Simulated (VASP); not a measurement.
# Ca (P-1) in VASP: further runs

Runs on Ca. Level: PBE. Tasks: single point.

Program: VASP 6.6.1. These are calculated values, not measurements. Logs are shortened: lines on timing, memory, paths and dates and some standing lists are left out, and cuts for length are marked.

### Step 1. The cell of the first run

The typed cell holds 1 atom: a = 3.544 Å, b = 3.561 Å, c = 3.570 Å, α = 90.00°, β = 89.91°, γ = 90.56°.

### Step 2. Single point, PBE (the cell strained at random)

INCAR

```
ALGO = Fast
EDIFF = 1E-6
ENCUT = 520
GGA = PE
ISIF = 2
ISMEAR = 0
LASPH = True
LCHARG = False
LREAL = False
LWAVE = False
NBANDS = 11
NELM = 60
PREC = Accurate
SIGMA = 0.1
```

KPOINTS

```
k-points
0
Gamma
  10 10 10
```

POSCAR

```
Ca
1.0
    3.5435329042     -0.0174432817      0.0029304713
   -0.0174432817      3.5612552784     -0.0001046597
    0.0029304713     -0.0001046597      3.5700815790
Ca
1
Direct
    0.0000000000      0.0000000000      0.0000000000
```

Potentials or basis: VASP PAW PBE potentials, release 64 (Ca_sv).

Run with:

```
$ cat potpaw_PBE.64/Ca_sv/POTCAR > POTCAR
$ mpirun -np 1 vasp_std > vasp.out
```

OUTCAR:

```text
EDIFF = 1E-6
   ENCUT = 520
   GGA = PE
   ISIF = 2
   ISMEAR = 0
   LASPH = True
   LREAL = False
   NELM = 60
   PREC = Accurate

 ion  position               nearest neighbor table
   1  0.000  0.000  0.000-

  LATTYP: Found a triclinic cell.
 ALAT       =     3.5435770485
 B/A-ratio  =     1.0050008650
 C/A-ratio  =     1.0074799375
 COS(alpha) =     0.0000627240
 COS(beta)  =     0.0016479562
 COS(gamma) =     0.0098204233

  Lattice vectors:

 A1 = (  -3.5435329042,   0.0174432817,  -0.0029304713)
 A2 = (  -0.0174432817,   3.5612552784,  -0.0001046597)
 A3 = (  -0.0029304713,   0.0001046597,  -3.5700815790)

Analysis of symmetry for initial positions (statically):
=====================================================================
 Subroutine PRICEL returns:
 Original cell was already a primitive cell.

 Routine SETGRP: Setting up the symmetry group for a
 triclinic supercell.

 Subroutine GETGRP returns: Found  2 space group operations
 (whereof  2 operations were pure point group operations)
 out of a pool of  2 trial point group operations.

The static configuration has the point symmetry S_2 .

Analysis of symmetry for dynamics (positions and initial velocities):
=====================================================================
 Subroutine PRICEL returns:
 Original cell was already a primitive cell.

 Routine SETGRP: Setting up the symmetry group for a
 triclinic supercell.

 Subroutine GETGRP returns: Found  2 space group operations
 (whereof  2 operations were pure point group operations)
 out of a pool of  2 trial point group operations.

The dynamic configuration has the point symmetry S_2 .

 Subroutine INISYM returns: Found  2 space group operations
 (whereof  2 operations are pure point group operations),
 and found     1 'primitive' translations

----------------------------------------------------------------------------------------

                                     Primitive cell

  volume of cell :      45.0513

  direct lattice vectors                    reciprocal lattice vectors
     3.543532904 -0.017443282  0.002930471     0.282211233  0.001382284 -0.000231610
    -0.017443282  3.561255278 -0.000104660     0.001382284  0.280806635  0.000007097
     0.002930471 -0.000104660  3.570081579    -0.000231610  0.000007097  0.280105834

  length of vectors
     3.543577049  3.561297999  3.570082783     0.282214713  0.280810038  0.280105930

  position of ions in fractional coordinates (direct lattice)
     0.000000000  0.000000000  0.000000000

  ion indices of the primitive-cell ions
   primitive index   ion index
                 1           1

----------------------------------------------------------------------------------------

 KPOINTS: k-points

Automatic generation of k-mesh.
 Grid dimensions read from file:
 generate k-points for:   10   10   10

 Generating k-lattice:

  Cartesian coordinates                     Fractional coordinates (reciprocal lattice)
     0.028221123  0.000138228 -0.000023161     0.100000000  0.000000000  0.000000000
     0.000138228  0.028080664  0.000000710     0.000000000  0.100000000  0.000000000
    -0.000023161  0.000000710  0.028010583     0.000000000  0.000000000  0.100000000

  Length of vectors
     0.028221471  0.028081004  0.028010593

  Shift w.r.t. Gamma in fractional coordinates (k-lattice)
     0.000000000  0.000000000  0.000000000

 Subroutine IBZKPT returns following result:
 ===========================================

 Found    504 irreducible k-points:

 Following reciprocal coordinates:
            Coordinates               Weight
  0.000000  0.000000  0.000000      1.000000
  0.100000  0.000000  0.000000      2.000000
  0.200000  0.000000  0.000000      2.000000
  0.300000 -0.000000  0.000000      2.000000
  0.400000  0.000000  0.000000      2.000000
  0.500000  0.000000  0.000000      1.000000
[... 16 lines left out ...]
 -0.400000  0.200000 -0.000000      2.000000
 -0.300000  0.200000 -0.000000      2.000000
 [... further k-points ...]
   k-points           NKPTS =    504   k-points in BZ     NKDIM =    504   number of bands    NBANDS=     11
   number of dos      NEDOS =    301   number of ions     NIONS =      1
   total plane-waves  NPLWV =  21952
   dimension x,y,z NGX =    28 NGY =   28 NGZ =   28
   dimension x,y,z NGXF=    56 NGYF=   56 NGZF=   56
   ions per type =               1
   NGX,Y,Z   is equivalent  to a cutoff of  13.14, 13.07, 13.04 a.u.
   NGXF,Y,Z  is equivalent  to a cutoff of  26.27, 26.14, 26.08 a.u.
 SYSTEM =  unknown system
   PREC   = accura    normal or accurate (medium, high low for compatibility)
   ISTART =      0    job   : 0-new  1-cont  2-samecut
   ICHARG =      2    charge: 1-file 2-atom 10-const
   ISPIN  =      1    spin polarized calculation?
   LNONCOLLINEAR =      F non collinear calculations
   LSORBIT =      F    spin-orbit coupling
   LASPH  =      T    aspherical Exc in radial PAW
   ENCUT  =  520.0 eV  38.22 Ry    6.18 a.u.   6.59  6.62  6.64*2*pi/ulx,y,z
   NELM   =     60;   NELMIN=  2; NELMDL= -5     # of ELM steps
   EDIFF  = 0.1E-05   stopping-criterion for ELM
   LREAL  =      F    real-space projection
   EDIFFG = 0.1E-04   stopping-criterion for IOM
   NSW    =      0    number of steps for IOM
   IBRION =     -1    ionic relax: 0-MD 1-quasi-New 2-CG
   NFREE  =      0    steps in history (QN), initial steepest desc. (CG)
   ISIF   =      2    stress and relaxation
   ISYM   =      2    0-nonsym 1-usesym 2-fastsym
   POTIM  = 0.5000    time-step for ionic-motion
   TEBEG  =    0.0;   TEEND  =   0.0 temperature during run
   PSTRESS=    0.0 pullay stress
   NELECT =      10.0000    total number of electrons
   NUPDOWN=      -1.0000    fix difference up-down
   EMIN   =  10.00;   EMAX   =-10.00  energy-range for DOS
   EFERMI =   0.00;   METHOD = LEGACY
   ISMEAR =     0;   SIGMA  =   0.10  broadening in eV -4-tet -1-fermi 0-gaus
   EFERMI_NEDOS =   21; number of points for ismear=-14 and -15
   IALGO  =     68    algorithm
   IMIX   =      4    mixing-type and parameters
     AMIX     =   0.40;   BMIX     =  1.00
     AMIX_MAG =   1.60;   BMIX_MAG =  1.00
  volume/ion in A,a.u.               =      45.05       304.02
  Fermi-wavevector in a.u.,A,eV,Ry     =   0.991226  1.873145 13.368108  0.982528
  Thomas-Fermi vector in A             =   2.122952
   LORBIT       =      0    0 simple, 1 ext, 2 COOP (PROOUT), +10 PAW based schemes
   GGA     = PE    functional components
   LHFCALC =     F    Hartree Fock is set to
   AEXX    =    0.0000 exact exchange contribution
   IVDW    =     0    specifies the selected vdW correction
   LEPSILON=     F    determine dielectric tensor
   LRPA    =     F    only Hartree local field effects (RPA)
 non-spin polarized calculation
 RMM-DIIS sequential band-by-band and
 Gauss-broadening in eV      SIGMA  =   0.10
  energy-cutoff  :      520.00
  volume of cell :       45.05
 maximum number of plane-waves:      1235
 NGX is ok and might be reduce to    28
   NGX = 13   NGY = 13   NGZ = 13

 number of electron      10.0000000 magnetization

 number of electron       9.9999999 magnetization

 Free energy of the ion-electron system (eV)
  ---------------------------------------------------
  ext. energy  EPLUGINS =         0.00000000
  ---------------------------------------------------
  free energy    TOTEN  =        -1.53921696 eV

  energy without entropy =       -1.53451187  energy(sigma->0) =       -1.53686441

 E-fermi :   1.6502     XC(G=0):  -7.5116

 val. band max:        1.6322635101   @ k =   0.5000   0.3000  -0.0000
 cond. band min:       1.6678585567   @ k =  -0.3000   0.3000   0.5000
 fundamental gap:      0.0355950466
 Fermi energy:         1.6501565176

 k-point     1 :       0.0000    0.0000    0.0000
  band No.  band energies     occupation
      1     -40.6643      2.00000
      2     -21.5655      2.00000
      3     -21.5636      2.00000
      4     -21.5598      2.00000
      5      -2.1586      2.00000
      6       2.4569      0.00000
      7       2.4573      0.00000
      8       5.5538      0.00000
      9       5.5697      0.00000
     10       5.5758      0.00000
     11       9.8929      0.00000

 k-point     2 :       0.1000    0.0000    0.0000
  band No.  band energies     occupation
      1     -40.6627      2.00000
      2     -21.5784      2.00000
      3     -21.5639      2.00000
      4     -21.5621      2.00000
      5      -2.0208      2.00000
      6       2.4973      0.00000
      7       2.4994      0.00000
      8       5.4166      0.00000
      9       5.4247      0.00000
     10       5.5644      0.00000
     11       9.1620      0.00000

 k-point     3 :       0.2000    0.0000    0.0000
  band No.  band energies     occupation
      1     -40.6587      2.00000
      2     -21.6267      2.00000
      3     -21.5598      2.00000
      4     -21.5580      2.00000
      5      -1.6200      2.00000
      6       2.5375      0.00000
      7       2.6141      0.00000
      8       5.0710      0.00000
      9       5.0822      0.00000
     10       5.5914      0.00000
     11       7.8576      0.00000

 k-point     4 :       0.3000   -0.0000    0.0000
  band No.  band energies     occupation
      1     -40.6537      2.00000
      2     -21.6857      2.00000
      3     -21.5547      2.00000
      4     -21.5529      2.00000
      5      -0.9918      2.00000
      6       2.3424      0.00000
      7       2.7650      0.00000
      8       4.7151      0.00000
      9       4.7290      0.00000
     10       5.6252      0.00000
     11       6.9859      0.00000
[... 239 lines left out ...]
 k-point    22 :       0.5000    0.2000    0.0000
  band No.  band energies     occupation
      1     -40.6430      2.00000
      2     -21.7430      2.00000
      3     -21.6083      2.00000
      4     -21.5439      2.00000
      5       1.0223      2.00000
      6       1.2012      2.00000
      7       3.2159      0.00000
      8       4.1582      0.00000
      9       4.4695      0.00000
     10       5.2765      0.00000
     11       6.6603      0.00000

 k-point    23 :      -0.4000    0.2000   -0.0000
  band No.  band energies     occupation
      1     -40.6446      2.00000
      2     -21.7252      2.00000
      3     -21.6100      2.00000
      4     -21.5454      2.00000
      5       0.2424      2.00000
      6       1.9491      0.00002
      7       3.1510      0.00000
      8       4.1453      0.00000
      9       4.5539      0.00000
     10       5.2618      0.00000
     11       6.8235      0.00000

 k-point    24 :      -0.3000    0.2000   -0.0000
  band No.  band energies     occupation
      1     -40.6486      2.00000
      2     -21.6787      2.00000
      3     -21.6147      2.00000
      4     -21.5495      2.00000
      5      -0.5171      2.00000
      6       2.5327      0.00000
      7       2.9929      0.00000
      8       4.1640      0.00000
      9       4.7856      0.00000
     10       5.2244      0.00000
     11       7.4200      0.00000

 [... further k-points ...]
[... 5 lines left out ...]
  --------------------------------------------------------------------------------------
  -------------------------------------------------------------------------------------
  Total       -0.0655687     -0.1370253     -0.1704792     -0.0231512     -0.0001880      0.0038857
  in kB       -2.3318469     -4.8730883     -6.0628239     -0.8233366     -0.0066845      0.1381901
  external PRESSURE =      -4.4225864 kB  Pullay stress =       0.0000000 kB

 VOLUME and BASIS-vectors are now :
 -----------------------------------------------------------------------------
  energy-cutoff  :      520.00
  volume of cell :       45.05
      direct lattice vectors                 reciprocal lattice vectors
     3.543532904 -0.017443282  0.002930471     0.282211233  0.001382284 -0.000231610
    -0.017443282  3.561255278 -0.000104660     0.001382284  0.280806635  0.000007097
     0.002930471 -0.000104660  3.570081579    -0.000231610  0.000007097  0.280105834

 POSITION                                       TOTAL-FORCE (eV/Angst)
 -----------------------------------------------------------------------------------
      0.00000      0.00000      0.00000         0.000000      0.000000     -0.000000
 -----------------------------------------------------------------------------------
    total drift:                               -0.000000      0.000000     -0.000000

  FREE ENERGIE OF THE ION-ELECTRON SYSTEM (eV)
  ---------------------------------------------------
  free  energy   TOTEN  =        -1.5392169554 eV

  energy  without entropy=       -1.5345118664  energy(sigma->0) =       -1.53686441
```

Wall time 80 s (1 thread of Intel Xeon 6975P-C (Granite Rapids), shared host); peak memory 0.35 GiB.

Results:

```
Free energy            : -1.5392 eV
Pressure               : -0.4 GPa
Band gap on the k mesh : zero (band 5 reaches 2.31 eV, above the bottom of band 6 at 1.09 eV)
```

Stress tensor (GPa, compression positive):
```
-0.23 -0.08  0.01
-0.08 -0.49  0.00
 0.01  0.00 -0.61
```

Caveat: the cell differs from its parent crystal (the cell strained at random).

### Step 3. Single point, PBE (the cell strained at random)

INCAR

```
SYSTEM = Ca
PREC = Accurate
ENCUT = 520
EDIFF = 1E-7
ISMEAR = 0
SIGMA = 0.1
LREAL = .False.
LASPH = .True.
NELM = 60
ALGO = Fast
ISIF = 2
LWAVE = .False.
LCHARG = .False.
GGA = PE
NBANDS = 11
```

KPOINTS

```
regular mesh
0
Gamma
  10 10 10
  0 0 0
```

POSCAR

```
Ca
1.0
    3.5465331487     -0.0174432817      0.0060004889
   -0.0174432817      3.5556385417     -0.0106752884
    0.0060004889     -0.0106752884      3.5628600604
Ca
1
Direct
    0.0000000000      0.0000000000      0.0000000000
```

Potentials or basis: VASP PAW PBE potentials, release 64 (Ca_sv).

Run with:

```
$ cat potpaw_PBE.64/Ca_sv/POTCAR > POTCAR
$ mpirun -np 1 vasp_std > vasp.out
```

It took 95 s on 1 thread of Intel Xeon 6975P-C (Granite Rapids), shared host; peak memory 0.35 GiB.

It converged, with:

- Free energy: -1.5397 eV
- Pressure: -0.4 GPa
- Band gap on the k mesh: zero (band 5 reaches 2.30 eV, above the bottom of band 6 at 1.11 eV)

Stress tensor (GPa, compression positive):
```
-0.28 -0.08  0.03
-0.08 -0.42 -0.05
 0.03 -0.05 -0.52
```

Levels at points of the mesh, in eV from the Fermi level:
| k point | band 2 | band 3 | band 4 | band 5 | band 6 | band 7 | band 8 | band 9 |
| --- | --- | --- | --- | --- | --- | --- | --- | --- |
| (0.00, 0.00, 0.00) | -23.21 | -23.21 | -23.21 | -3.81 | 0.81 | 0.81 | 3.92 | 3.93 |
| (0.50, 0.00, 0.00) | -23.40 | -23.19 | -23.19 | -1.21 | -0.53 | 1.29 | 2.74 | 2.76 |
| (0.00, 0.50, 0.00) | -23.39 | -23.19 | -23.19 | -1.23 | -0.54 | 1.28 | 2.75 | 2.78 |
| (0.50, 0.50, 0.00) | -23.37 | -23.37 | -23.18 | -0.34 | 0.85 | 2.16 | 2.28 | 3.02 |
| (0.00, 0.00, 0.50) | -23.39 | -23.19 | -23.19 | -1.25 | -0.55 | 1.28 | 2.77 | 2.78 |
| (0.50, 0.00, 0.50) | -23.37 | -23.37 | -23.18 | -0.34 | 0.84 | 2.19 | 2.23 | 3.03 |
| (0.00, 0.50, 0.50) | -23.37 | -23.37 | -23.18 | -0.34 | 0.82 | 2.16 | 2.23 | 3.05 |
| (0.50, 0.50, 0.50) | -23.35 | -23.35 | -23.35 | 0.64 | 0.68 | 0.71 | 4.64 | 4.65 |

Caveat: the cell differs from its parent crystal (the cell strained at random).

### Step 4. Single point, PBE (the cell strained at random)

INCAR

```
PREC = Accurate ; ENCUT = 520
EDIFF = 1E-7 ; ISMEAR = 0
SIGMA = 0.1 ; LREAL = False
LASPH = True ; NELM = 60
ALGO = Fast ; ISIF = 2
LWAVE = False ; LCHARG = False
GGA = PE ; NBANDS = 11
```

KPOINTS

```
Automatic mesh
0
Gamma
  12 12 12
```

POSCAR

```
Ca
1.0
    3.4229998277      0.0127684822      0.0075703843
    0.0127684822      3.4051379072      0.0016745550
    0.0075703843      0.0016745550      3.4396407184
Ca
1
Direct
    0.0000000000      0.0000000000      0.0000000000
```

Run with:

```
$ cat potpaw_PBE.64/Ca_sv/POTCAR > POTCAR
$ mpirun -np 1 vasp_std > vasp.out
```

Wall time 3 min (1 thread of Intel Xeon 6975P-C (Granite Rapids), shared host); peak memory 0.46 GiB.

It converged, with:

| Quantity | Value |
| --- | --- |
| Free energy | -1.5290 eV |
| Pressure | 1.0 GPa |
| Band gap on the k mesh | zero (band 5 reaches 2.68 eV, above the bottom of band 6 at 1.58 eV) |

Stress tensor (GPa, compression positive):
```
0.96 0.07 0.04
0.07 1.33 0.01
0.04 0.01 0.63
```

Levels at points of the mesh, in eV from the Fermi level:
```csv
k point,band 3,band 4,band 5,band 6,band 7,band 8
"(0.00, 0.00, 0.00)",-22.95,-22.95,-3.96,0.82,0.82,4.31
"(0.50, 0.00, 0.00)",-22.93,-22.92,-1.16,-0.47,1.36,2.96
"(0.00, 0.50, 0.00)",-22.93,-22.93,-1.12,-0.45,1.38,2.94
"(0.50, 0.50, 0.00)",-23.18,-22.91,-0.50,1.04,2.57,2.67
"(0.00, 0.00, 0.50)",-22.93,-22.92,-1.19,-0.50,1.34,3.01
"(0.50, 0.00, 0.50)",-23.18,-22.90,-0.49,0.97,2.52,2.58
"(0.00, 0.50, 0.50)",-23.17,-22.90,-0.50,1.00,2.57,2.60
"(0.50, 0.50, 0.50)",-23.15,-23.14,0.60,0.63,0.68,5.14
```

Caveat: the cell differs from its parent crystal (the cell strained at random).

### Step 5. The runs side by side

```tsv
cell	k mesh	further INCAR settings	gap on the mesh (eV)	pressure (GPa)
a = 3.544, b = 3.561, c = 3.570 Å, angles 90.0, 89.9, 90.6°, 1 atom	10 × 10 × 10	ALGO = Fast; EDIFF = 1e-06; NBANDS = 11	none	-0.4
a = 3.547, b = 3.556, c = 3.563 Å, angles 90.3, 89.8, 90.6°, 1 atom	10 × 10 × 10	ALGO = Fast; EDIFF = 1e-07; NBANDS = 11	none	-0.4
a = 3.423, b = 3.405, c = 3.440 Å, angles 89.9, 89.7, 89.6°, 1 atom	12 × 12 × 12	ALGO = Fast; EDIFF = 1e-07; NBANDS = 11	none	1.0
```

Alike in all rows: task single point; level PBE; potentials or basis VASP PAW PBE potentials, release 64 (Ca_sv); no spin polarisation; cutoff (eV) 520; smearing gaussian 0.1 eV.

Total energies depend on the potentials used, so only differences within one code and one set of settings carry meaning.
